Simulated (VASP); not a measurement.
Wanted: the native input for a VASP 6.6.1 run.

```
Task                   : single point
Functional             : PBE
Potentials or basis    : VASP PAW PBE potentials, release 64 (Ba_sv, Mg, Cd)
Cutoff                 : 520 eV
k mesh                 : 4 × 4 × 4
Occupations            : gaussian, width 0.1 eV
Spin                   : no spin polarisation
Dipole correction      : no
Further INCAR settings : ALGO = Normal; EDIFF = 1e-06; NBANDS = 30
```

The structure of Ba3MgCd lies in POSCAR:

```
Ba3MgCd
1.0
    6.6014884478      0.0000000000      0.0000000000
    0.0000000000      6.6014884478      0.0000000000
    0.0000000000      0.0000000000      6.6014884478
Ba Mg Cd
3 1 1
Direct
    0.0000000000      0.5000000000      0.5000000000
    0.5000000000      0.0000000000      0.5000000000
    0.5000000000      0.5000000000      0.0000000000
    0.0000000000      0.0000000000      0.0000000000
    0.5000000000      0.5000000000      0.5000000000
```

The input as run:

INCAR

```
  PREC = Accurate
  ENCUT = 520
  EDIFF = 1E-6
  ISMEAR = 0
  SIGMA = 0.1
  LREAL = F
  LASPH = T
  NELM = 60
  ALGO = Normal
  ISIF = 2
  LWAVE = F
  LCHARG = F
  GGA = PE
  NBANDS = 30
```

KPOINTS

```
regular mesh
0
Gamma
  4 4 4
```

Potentials or basis: VASP PAW PBE potentials, release 64 (Ba_sv, Mg, Cd).

Launch:

```console
$ cat potpaw_PBE.64/Ba_sv/POTCAR potpaw_PBE.64/Mg/POTCAR potpaw_PBE.64/Cd/POTCAR > POTCAR
$ mpirun -np 1 vasp_std > vasp.out
```

Results of the run:

```yaml
Pressure: 0.2 GPa
Band_gap_on_the_k_mesh: zero (bands 22 and 23 overlap by 0.37 eV)
```

Caveat: spin-orbit coupling is left out, which moves the levels of the heavy elements.

It took 2.2 min on 1 thread of Intel(R) Xeon(R) Platinum 8375C CPU @ 2.90GHz (Ice Lake), with other jobs on the host, peak memory 0.39 GiB.
